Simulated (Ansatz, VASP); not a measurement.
# Ni: VASP beside Ansatz

File INCAR:

```
SYSTEM = Ni
PREC     = Accurate       ! precision mode
ENCUT    = 520            ! plane-wave cutoff, eV
EDIFF    = 1E-6           ! SCF threshold, eV
ISMEAR   = -1             ! smearing method
SIGMA    = 0.1            ! smearing width, eV
LREAL    = .FALSE.        ! projectors in reciprocal space
LASPH    = .TRUE.         ! aspherical terms in the spheres
NELM     = 100            ! most SCF steps
ALGO     = Normal         ! electronic algorithm
ISIF     = 2              ! what is computed and relaxed
LWAVE    = .FALSE.        ! write WAVECAR
LCHARG   = .FALSE.        ! write CHGCAR
GGA      = RP             ! functional
NBANDS   = 17             ! bands
KPAR     = 4
```

Contents of KPOINTS:

```
Automatic mesh
0
G
  25 25 23
  0 0 0
```

POSCAR

```
Ni
1.0
   -3.0883282397      3.0886509004      1.2762424291
    3.0886509004     -3.0883282397      1.2762424291
    1.6090621333      1.6090621333     -1.2756514755
Ni
2
Direct
    0.0000228530      0.9999771470      0.0000000000
    0.7499771470      0.2500228530      0.5000000000
```

Input for Ansatz:

```yaml
crystal:
  lattice:
    - [-3.0883282397, 3.0886509004, 1.2762424291]
    - [3.0886509004, -3.0883282397, 1.2762424291]
    - [1.6090621333, 1.6090621333, -1.2756514755]
  atoms:
    - { symbol: Ni, position: [2.2853e-05, 0.999977147, 0.0] }
    - { symbol: Ni, position: [0.749977147, 0.250022853, 0.5] }
hamiltonian:
  xc: rpbe
  pseudopotentials:
    kind: paw
    azcp:
      Ni: "pseudopotentials/Ni.paw.azcp"
basis:
  ecutwfc: 420
  fft_grid_basis: typed
kpoints:
  mp_grid: { grid: [25, 25, 23], shift: [0, 0, 0] }
magnetization:
  spin_polarized: false
scf:
  occupations: { method: fermi_dirac, width: 0.1 }
output:
  stress: true
```

Alike in both runs: task single point; functional RPBE; k mesh 25 × 25 × 23; occupations fermi-dirac, width 0.1 eV; no spin polarisation.

|  | VASP | Ansatz |
| --- | --- | --- |
| version | VASP 6.6.1 | Ansatz 0.2.0 |
| potentials or method | VASP PAW PBE potentials, release 64 (Ni), cutoff 520 eV | plane waves (420 eV) with PAW, scalar-relativistic |
| valence electrons in the cell | 20 | 36 |

|  | VASP | Ansatz | Ansatz less VASP |
| --- | --- | --- | --- |
| pressure (GPa) | -14.6 | -15.0 | -0.44 |
| traceless stress, the component that is largest in VASP (GPa) | 0.40 | 0.44 | +0.038 |

VASP's potentials were made for PBE, not for RPBE. VASP's potentials hold 20 valence electrons a cell and Ansatz's 36, so a difference there can come from the potentials and not from the codes.
